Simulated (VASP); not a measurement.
Input of a VASP 6.6.1 run:

File POSCAR:

```
Hf
1.0
    0.0000000000      2.2441030966      2.2441030966
    2.2441030966      0.0000000000      2.2441030966
    2.2441030966      2.2441030966      0.0000000000
Hf
1
Direct
    0.0000000000      0.0000000000      0.0000000000
```

INCAR.step1

```
  ALGO = Normal
  EDIFF = 1E-4
  ENCUT = 600
  GGA = PE
  ISMEAR = 0
  LASPH = T
  LCHARG = F
  LREAL = F
  LWAVE = T
  NELM = 100
  PREC = Accurate
  SIGMA = 0.1
```

Contents of INCAR.step2:

```
  ALGO = Normal
  EDIFF = 1E-7
  EDIFFG = -0.01
  ENCUT = 600
  IBRION = 2
  ISIF = 3
  ISMEAR = 0
  ISTART = 1
  LASPH = T
  LCHARG = F
  LMIXTAU = T
  LREAL = F
  LWAVE = F
  METAGGA = R2SCAN
  NELM = 100
  NSW = 80
  PREC = Accurate
  SIGMA = 0.1
```

File KPOINTS:

```
k-points
0
Gamma
  16 16 16
```

Potentials or basis: VASP PAW PBE potentials, release 64 (Hf_pv).

Command:

```bash
$ cat potpaw_PBE.64/Hf_pv/POTCAR > POTCAR
$ cp INCAR.step1 INCAR
$ mpirun -np 1 vasp_std > vasp.out
$ cp INCAR.step2 INCAR
$ mpirun -np 1 vasp_std > vasp.out
```

Estimate the space group after relaxing (to 0.05 Å).

Fm-3m (No. 225).

What does it give for the relaxed cell?

a = 3.162 Å, b = 3.162 Å, c = 3.162 Å, α = 60.00°, β = 60.00°, γ = 60.00°.

Predict the band gap on the k mesh.

zero (band 5 reaches 6.21 eV, above the bottom of band 6 at 4.18 eV).

Estimate the relaxed volume.

22.36 Å³/atom.

The path:
```csv
step,energy change (eV),largest force (eV/Å),pressure (GPa),volume (Å³)
1,0.0000,0.0000,-1.14,22.60
2,0.0002,0.0000,1.31,22.08
3,-0.0009,0.0000,-0.01,22.36
```

Caveat: the PAW data sets were made with another functional, which shifts forces and pressure a little; spin-orbit coupling is left out, which moves the levels of the heavy elements.
